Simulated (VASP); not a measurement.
Input of a VASP 6.6.1 run:

The input INCAR:

```
PREC = Accurate
ENCUT = 520
EDIFF = 1E-6
ISMEAR = 0
SIGMA = 0.05
LREAL = False
LASPH = True
NELM = 80
ALGO = Normal
ISIF = 2
LWAVE = False
LCHARG = False
GGA = PE
NBANDS = 26
```

Contents of KPOINTS:

```
regular mesh
0
Gamma
  10 8 10
```

POSCAR

```
CdS
1.0
    3.9296234880      0.0000000000      0.0000000000
    0.0000000000      5.6269577574      0.0000000000
    0.0000000000      0.0000000000      3.9133455866
Cd S
2 2
Direct
    0.5000000000      0.5000000000      0.2349969651
    0.0000000000      0.0000000000      0.7650030349
    0.5000000000      0.0000000000      0.2478150109
    0.0000000000      0.5000000000      0.7521849891
```

Potentials or basis: VASP PAW PBE potentials, release 64 (Cd, S).

Launch:

```bash
$ cat potpaw_PBE.64/Cd/POTCAR potpaw_PBE.64/S/POTCAR > POTCAR
$ mpirun -np 1 vasp_std > vasp.out
```

Task: Predict the band gap on the k mesh.

Result: 0.20 eV.

Task: Estimate the largest force.

Result: 0.105 eV/Å.

Task: Predict the pressure.

Result: -2.3 GPa.

Stress tensor (GPa, compression positive):
```
-2.08  0.00  0.00
 0.00 -2.88  0.00
 0.00  0.00 -1.86
```

Caveat: the cell differs from its parent crystal (strained). A k mesh can miss the band edges.
